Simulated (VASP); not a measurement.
## W: relaxation of cell and atoms with PBEsol

The system is W.

```
W
1.0
    -1.58000    1.58000    1.58000
     1.58000   -1.58000    1.58000
     1.58000    1.58000   -1.58000
W
1
Direct
  0.00000 0.00000 0.00000
```

```
Program                : VASP 6.6.1
Task                   : relaxation of cell and atoms
Functional             : PBEsol
Potentials or basis    : VASP PAW PBE potentials, release 64 (W_sv)
Cutoff                 : 500 eV
k mesh                 : 19 × 19 × 19
Occupations            : methfessel-paxton, width 0.1 eV
Spin                   : no spin polarisation
Dipole correction      : no
Further INCAR settings : ALGO = Normal; EDIFF = 1e-07; IBRION = 2; EDIFFG = -0.02; NSW = 80; ISIF = 3
```

| Property | Result |
| --- | --- |
| Relaxed volume | 15.71 Å³/atom |
| Relaxed cell | a = 2.733 Å, b = 2.733 Å, c = 2.733 Å, α = 109.47°, β = 109.47°, γ = 109.47° |
| Space group after relaxing (to 0.1 Å) | Im-3m (No. 229) |
| Energy gained by relaxing | 0.3 meV/atom |
| Ionic steps | 3 |
| Pressure after relaxing | 0.0 GPa |
| Band gap on the k mesh | zero (bands 7 and 8 overlap by 6.15 eV) |

Step by step:
| step | energy change (eV) | largest force (eV/Å) | pressure (GPa) | volume (Å³) |
| --- | --- | --- | --- | --- |
| 1 | 0.0000 | 0.0000 | -1.44 | 15.78 |
| 2 | 0.0039 | 0.0000 | 5.50 | 15.46 |
| 3 | -0.0003 | 0.0000 | -0.01 | 15.71 |

Final structure:
```
W
1.0
    -1.57767    1.57767    1.57767
     1.57767   -1.57767    1.57767
     1.57767    1.57767   -1.57767
W
1
Direct
  0.00000 0.00000 0.00000
```

Levels at points of the mesh, in eV from the Fermi level:
```
           k point  band 5  band 6  band 7  band 8  band 9  band 10
(0.00, 0.00, 0.00)   -9.66   -1.21   -1.21   -1.21    2.30     2.30
```

Wall time 24 s on 1 thread of Intel(R) Xeon(R) 6975P-C (Granite Rapids), on a shared host, peak memory 0.16 GiB.

Caveat: the PAW data sets were made with another functional, which shifts forces and pressure a little; spin-orbit coupling is left out, which moves the levels of the heavy elements.
